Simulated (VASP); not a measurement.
# CaO in VASP: notebook

Runs on CaO. Level: r2SCAN. Tasks: single point.

All numbers are computed with VASP 6.6.1; they aren't measurements. Logs are shortened: lines on timing, memory, paths and dates and some standing lists are left out, and cuts for length are marked.

## (1) The cell of the first run

It takes space group I4/mmm (No. 139, tetragonal). The conventional cell has a = 3.391 Å, b = 3.391 Å, c = 4.689 Å, α = 90.00°, β = 90.00°, γ = 90.00°. Within 3.1 Å of Ca (site symmetry 4/mmm) lie 6 O at 2.34 to 2.40 Å. Within 3.1 Å of O (site symmetry 4/mmm) lie 6 Ca at 2.34 to 2.40 Å.

## (2) Single point, r2SCAN (uniaxial x strain -2.2%)

Input file POSCAR:

```
CaO
1.0
    0.0000000000      2.3975501188      2.3975501188
    2.3443245062      0.0000000000      2.3975501188
    2.3443245062      2.3975501188      0.0000000000
Ca O
1 1
Direct
    0.0000000000      0.0000000000      0.0000000000
    0.5000000000      0.5000000000      0.5000000000
```

Input file INCAR.step1:

```
PREC = Accurate
ENCUT = 520
ISMEAR = 0
SIGMA = 0.01
LREAL = False
LASPH = True
NELM = 80
NBANDS = 15
GGA = PE
ALGO = Normal
EDIFF = 1E-4
LWAVE = True
LCHARG = False
```

Input file INCAR.step2:

```
PREC = Accurate
ENCUT = 520
EDIFF = 1E-7
ISMEAR = 0
SIGMA = 0.01
LREAL = False
LASPH = True
NELM = 80
ALGO = Normal
ISIF = 2
LWAVE = False
LCHARG = False
METAGGA = R2SCAN
LMIXTAU = True
NBANDS = 15
ISTART = 1
```

Input file KPOINTS:

```
Automatic mesh
0
Gamma
  10 10 10
```

Potentials or basis: VASP PAW PBE potentials, release 64 (Ca_sv, O).

Launch:

```console
$ cat potpaw_PBE.64/Ca_sv/POTCAR potpaw_PBE.64/O/POTCAR > POTCAR
$ cp INCAR.step1 INCAR
$ mpirun -np 1 vasp_std > vasp.out
$ cp INCAR.step2 INCAR
$ mpirun -np 1 vasp_std > vasp.out
```

OUTCAR:

```text
PREC = Accurate
   ENCUT = 520
   EDIFF = 1E-7
   ISMEAR = 0
   LREAL = False
   LASPH = True
   NELM = 80
   ISIF = 2
   METAGGA = R2SCAN
   ISTART = 1

 ion  position               nearest neighbor table
   1  0.000  0.000  0.000-   2 2.34   2 2.34   2 2.40   2 2.40   2 2.40   2 2.40
   2  0.500  0.500  0.500-   1 2.34   1 2.34   1 2.40   1 2.40   1 2.40   1 2.40

  LATTYP: Found a body centered tetragonal cell.
 ALAT       =     3.3906478945
 C/A-ratio  =     1.3828180213

  Lattice vectors:

 A1 = (  -2.3443245062,   0.0000000000,  -2.3975501188)
 A2 = (  -2.3443245062,   0.0000000000,   2.3975501188)
 A3 = (   2.3443245062,   2.3975501188,   0.0000000000)

Analysis of symmetry for initial positions (statically):
=====================================================================
 Subroutine PRICEL returns:
 Original cell was already a primitive cell.

 Routine SETGRP: Setting up the symmetry group for a
 body centered tetragonal supercell.

 Subroutine GETGRP returns: Found 16 space group operations
 (whereof 16 operations were pure point group operations)
 out of a pool of 16 trial point group operations.

The static configuration has the point symmetry D_4h.

Analysis of symmetry for dynamics (positions and initial velocities):
=====================================================================
 Subroutine PRICEL returns:
 Original cell was already a primitive cell.

 Routine SETGRP: Setting up the symmetry group for a
 body centered tetragonal supercell.

 Subroutine GETGRP returns: Found 16 space group operations
 (whereof 16 operations were pure point group operations)
 out of a pool of 16 trial point group operations.

The dynamic configuration has the point symmetry D_4h.

 Subroutine INISYM returns: Found 16 space group operations
 (whereof 16 operations are pure point group operations),
 and found     1 'primitive' translations

----------------------------------------------------------------------------------------

                                     Primitive cell

  volume of cell :      26.9515

  direct lattice vectors                    reciprocal lattice vectors
     0.000000000  2.397550119  2.397550119    -0.213281053  0.208546214  0.208546214
     2.344324506  0.000000000  2.397550119     0.213281053 -0.208546214  0.208546214
     2.344324506  2.397550119  0.000000000     0.213281053  0.208546214 -0.208546214

  length of vectors
     3.390647894  3.353222922  3.353222922     0.363966831  0.363966831  0.363966831

  position of ions in fractional coordinates (direct lattice)
     0.000000000  0.000000000  0.000000000
     0.500000000  0.500000000  0.500000000

  ion indices of the primitive-cell ions
   primitive index   ion index
                 1           1
                 2           2

----------------------------------------------------------------------------------------

 KPOINTS: Automatic mesh

Automatic generation of k-mesh.
 Grid dimensions read from file:
 generate k-points for:   10   10   10

 Generating k-lattice:

  Cartesian coordinates                     Fractional coordinates (reciprocal lattice)
    -0.021328105  0.020854621  0.020854621     0.100000000  0.000000000  0.000000000
     0.021328105 -0.020854621  0.020854621     0.000000000  0.100000000  0.000000000
     0.021328105  0.020854621 -0.020854621     0.000000000  0.000000000  0.100000000

  Length of vectors
     0.036396683  0.036396683  0.036396683

  Shift w.r.t. Gamma in fractional coordinates (k-lattice)
     0.000000000  0.000000000  0.000000000

 Subroutine IBZKPT returns following result:
 ===========================================

 Found    102 irreducible k-points:

 Following reciprocal coordinates:
            Coordinates               Weight
  0.000000  0.000000  0.000000      1.000000
  0.100000 -0.000000 -0.000000      8.000000
  0.200000 -0.000000 -0.000000      8.000000
  0.300000  0.000000  0.000000      8.000000
  0.400000  0.000000  0.000000      8.000000
  0.500000 -0.000000 -0.000000      4.000000
[... 16 lines left out ...]
  0.300000  0.300000  0.000000      4.000000
  0.400000  0.300000 -0.000000     16.000000
 [... further k-points ...]
   k-points           NKPTS =    102   k-points in BZ     NKDIM =    102   number of bands    NBANDS=     15
   number of dos      NEDOS =    301   number of ions     NIONS =      2
   total plane-waves  NPLWV =  21952
   dimension x,y,z NGX =    28 NGY =   28 NGZ =   28
   dimension x,y,z NGXF=    56 NGYF=   56 NGZF=   56
   ions per type =               1   1
   NGX,Y,Z   is equivalent  to a cutoff of  13.73, 13.88, 13.88 a.u.
   NGXF,Y,Z  is equivalent  to a cutoff of  27.46, 27.76, 27.76 a.u.
 SYSTEM =  unknown system
   PREC   = accura    normal or accurate (medium, high low for compatibility)
   ISTART =      1    job   : 0-new  1-cont  2-samecut
   ICHARG =      0    charge: 1-file 2-atom 10-const
   ISPIN  =      1    spin polarized calculation?
   LNONCOLLINEAR =      F non collinear calculations
   LSORBIT =      F    spin-orbit coupling
   LASPH  =      T    aspherical Exc in radial PAW
   ENCUT  =  520.0 eV  38.22 Ry    6.18 a.u.   6.30  6.23  6.23*2*pi/ulx,y,z
   NELM   =     80;   NELMIN=  2; NELMDL=  0     # of ELM steps
   EDIFF  = 0.1E-06   stopping-criterion for ELM
   LREAL  =      F    real-space projection
   EDIFFG = 0.1E-05   stopping-criterion for IOM
   NSW    =      0    number of steps for IOM
   IBRION =     -1    ionic relax: 0-MD 1-quasi-New 2-CG
   NFREE  =      0    steps in history (QN), initial steepest desc. (CG)
   ISIF   =      2    stress and relaxation
   ISYM   =      2    0-nonsym 1-usesym 2-fastsym
   POTIM  = 0.5000    time-step for ionic-motion
   TEBEG  =    0.0;   TEEND  =   0.0 temperature during run
   PSTRESS=    0.0 pullay stress
   NELECT =      16.0000    total number of electrons
   NUPDOWN=      -1.0000    fix difference up-down
   EMIN   =  10.00;   EMAX   =-10.00  energy-range for DOS
   EFERMI =   0.00;   METHOD = LEGACY
   ISMEAR =     0;   SIGMA  =   0.01  broadening in eV -4-tet -1-fermi 0-gaus
   EFERMI_NEDOS =   21; number of points for ismear=-14 and -15
   IALGO  =     38    algorithm
   IMIX   =      4    mixing-type and parameters
     AMIX     =   0.40;   BMIX     =  1.00
     AMIX_MAG =   1.60;   BMIX_MAG =  1.00
  volume/ion in A,a.u.               =      13.48        90.94
  Fermi-wavevector in a.u.,A,eV,Ry     =   1.375901  2.600075 25.757230  1.893103
  Thomas-Fermi vector in A             =   2.501194
   LORBIT       =      0    0 simple, 1 ext, 2 COOP (PROOUT), +10 PAW based schemes
   METAGGA = R2SCAN    functional components
   LHFCALC =     F    Hartree Fock is set to
   AEXX    =    0.0000 exact exchange contribution
   IVDW    =     0    specifies the selected vdW correction
   LEPSILON=     F    determine dielectric tensor
   LRPA    =     F    only Hartree local field effects (RPA)
 non-spin polarized calculation
 Gauss-broadening in eV      SIGMA  =   0.01
  energy-cutoff  :      520.00
  volume of cell :       26.95
 maximum number of plane-waves:       740
 NGX is ok and might be reduce to    28
   NGX = 13   NGY = 13   NGZ = 13

 number of electron      15.9999996 magnetization

 Free energy of the ion-electron system (eV)
  ---------------------------------------------------
  ext. energy  EPLUGINS =         0.00000000
  ---------------------------------------------------
  free energy    TOTEN  =       -19.43691398 eV

  energy without entropy =      -19.43691398  energy(sigma->0) =      -19.43691398

 E-fermi :   2.2885     XC(G=0): -11.2305

 val. band max:        2.2272450518   @ k =   0.0000   0.0000   0.0000
 cond. band min:       6.3095308681   @ k =   0.0000   0.5000   0.5000
 fundamental gap:      4.0822858163
 Fermi energy:         2.2885353905

 k-point     1 :       0.0000    0.0000    0.0000
  band No.  band energies     occupation
      1     -36.7462      2.00000
      2     -16.6209      2.00000
      3     -16.6209      2.00000
      4     -16.6072      2.00000
      5     -14.3483      2.00000
      6       2.1623      2.00000
      7       2.1623      2.00000
      8       2.2272      2.00000
      9       7.8436      0.00000
     10       9.0614      0.00000
     11       9.0614      0.00000
     12       9.2155      0.00000
     13      10.6502      0.00000
     14      10.8922      0.00000
     15      18.1560      0.00000

 k-point     2 :       0.1000   -0.0000   -0.0000
  band No.  band energies     occupation
      1     -36.7352      2.00000
      2     -16.8073      2.00000
      3     -16.6275      2.00000
      4     -16.6161      2.00000
      5     -14.1516      2.00000
      6       1.8291      2.00000
      7       2.0198      2.00000
      8       2.0613      2.00000
      9       8.2997      0.00000
     10       9.0645      0.00000
     11       9.2494      0.00000
     12       9.3526      0.00000
     13      10.9025      0.00000
     14      11.1542      0.00000
     15      18.5902      0.00000

 k-point     3 :       0.2000   -0.0000   -0.0000
  band No.  band energies     occupation
      1     -36.7063      2.00000
      2     -17.2106      2.00000
      3     -16.6445      2.00000
      4     -16.6268      2.00000
      5     -13.7337      2.00000
      6       1.0584      2.00000
      7       1.6770      2.00000
      8       1.7032      2.00000
      9       9.0500      0.00000
     10       9.4190      0.00000
     11       9.7689      0.00000
     12       9.8290      0.00000
     13      11.5593      0.00000
     14      11.8326      0.00000
     15      19.2734      0.00000

 k-point     4 :       0.3000    0.0000    0.0000
  band No.  band energies     occupation
      1     -36.6703      2.00000
      2     -17.6064      2.00000
      3     -16.6655      2.00000
      4     -16.6396      2.00000
      5     -13.3180      2.00000
      6       0.2690      2.00000
      7       1.3000      2.00000
      8       1.3114      2.00000
      9       9.3186      0.00000
     10      10.4842      0.00000
     11      10.4956      0.00000
     12      10.5946      0.00000
     13      12.3981      0.00000
     14      12.6853      0.00000
     15      18.9377      0.00000
[... 307 lines left out ...]
 k-point    22 :      -0.2000    0.2000    0.0000
  band No.  band energies     occupation
      1     -36.6579      2.00000
      2     -17.5595      2.00000
      3     -16.8120      2.00000
      4     -16.6339      2.00000
      5     -13.3197      2.00000
      6       0.2442      2.00000
      7       1.1347      2.00000
      8       1.5326      2.00000
      9       9.0548      0.00000
     10      10.2074      0.00000
     11      10.3120      0.00000
     12      11.1782      0.00000
     13      12.7889      0.00000
     14      13.2555      0.00000
     15      19.2535      0.00000

 k-point    23 :       0.3000    0.3000    0.0000
  band No.  band energies     occupation
      1     -36.6495      2.00000
      2     -17.3071      2.00000
      3     -16.7763      2.00000
      4     -16.7686      2.00000
      5     -13.7684      2.00000
      6       0.4196      2.00000
      7       1.8384      2.00000
      8       1.9019      2.00000
      9       7.1165      0.00000
     10      10.2593      0.00000
     11      11.5797      0.00000
     12      11.5929      0.00000
     13      11.5959      0.00000
     14      13.5472      0.00000
     15      20.9099      0.00000

 k-point    24 :       0.4000    0.3000   -0.0000
  band No.  band energies     occupation
      1     -36.6272      2.00000
      2     -17.3710      2.00000
      3     -16.8333      2.00000
      4     -16.7952      2.00000
      5     -13.7710      2.00000
      6       0.4833      2.00000
      7       1.6435      2.00000
      8       1.7573      2.00000
      9       7.0897      0.00000
     10      10.8115      0.00000
     11      11.8952      0.00000
     12      11.9092      0.00000
     13      12.0690      0.00000
     14      14.0059      0.00000
     15      19.2073      0.00000

 [... further k-points ...]

------------------------ aborting loop because EDIFF is reached ----------------------------------------

  FORCE on cell =-STRESS in cart. coord.  units (eV):
  Direction    XX          YY          ZZ          XY          YZ          ZX
  --------------------------------------------------------------------------------------
  -------------------------------------------------------------------------------------
  Total        1.2280214      0.4125795      0.4125795      0.0000000      0.0000000     -0.0000000
  in kB       73.0017727     24.5264754     24.5264754      0.0000000      0.0000000     -0.0000000
  external PRESSURE =      40.6849078 kB  Pullay stress =       0.0000000 kB

 VOLUME and BASIS-vectors are now :
 -----------------------------------------------------------------------------
  energy-cutoff  :      520.00
  volume of cell :       26.95
      direct lattice vectors                 reciprocal lattice vectors
     0.000000000  2.397550119  2.397550119    -0.213281053  0.208546214  0.208546214
     2.344324506  0.000000000  2.397550119     0.213281053 -0.208546214  0.208546214
     2.344324506  2.397550119  0.000000000     0.213281053  0.208546214 -0.208546214

 POSITION                                       TOTAL-FORCE (eV/Angst)
 -----------------------------------------------------------------------------------
      0.00000      0.00000      0.00000         0.000000      0.000000     -0.000000
      2.34432      2.39755      2.39755         0.000000     -0.000000      0.000000
 -----------------------------------------------------------------------------------
    total drift:                                0.000000      0.000000      0.000000

  FREE ENERGIE OF THE ION-ELECTRON SYSTEM (eV)
  ---------------------------------------------------
  free  energy   TOTEN  =       -19.4369139774 eV

  energy  without entropy=      -19.4369139774  energy(sigma->0) =      -19.43691398
```

Run time: 2.3 min. Hardware: 1 thread of Intel Xeon Platinum 8559C (Emerald Rapids), shared host; peak memory 0.19 GiB.

Results:

```
Free energy            : -19.4369 eV
Pressure               : 4.1 GPa
Band gap on the k mesh : 4.08 eV (least direct gap 4.52 eV)
```

Stress tensor (GPa, compression positive):
```
7.30 0.00 0.00
0.00 2.45 0.00
0.00 0.00 2.45
```

Levels at points of the mesh, in eV from the valence-band top:
| k point | band 4 | band 5 | band 6 | band 7 | band 8 | band 9 | band 10 | band 11 | band 12 | band 13 |
| --- | --- | --- | --- | --- | --- | --- | --- | --- | --- | --- |
| (0.00, 0.00, 0.00) | -18.83 | -16.58 | -0.06 | -0.06 | 0.00 | 5.62 | 6.83 | 6.83 | 6.99 | 8.42 |
| (0.50, 0.00, 0.00) | -18.88 | -15.15 | -2.72 | -1.31 | -1.30 | 7.80 | 9.16 | 9.19 | 9.40 | 11.28 |
| (0.50, 0.50, 0.00) | -19.07 | -16.36 | -1.37 | -0.42 | -0.36 | 4.17 | 8.92 | 9.78 | 10.31 | 10.47 |
| (0.00, 0.50, 0.50) | -19.12 | -16.36 | -1.22 | -0.45 | -0.45 | 4.08 | 8.97 | 9.76 | 10.40 | 10.40 |

Caveat: the cell differs from its parent crystal (uniaxial x strain -2.2%); the cell stands under pressure; the PAW data sets were made with another functional, which shifts forces and pressure a little.

(Continued in part 2 of 2.)
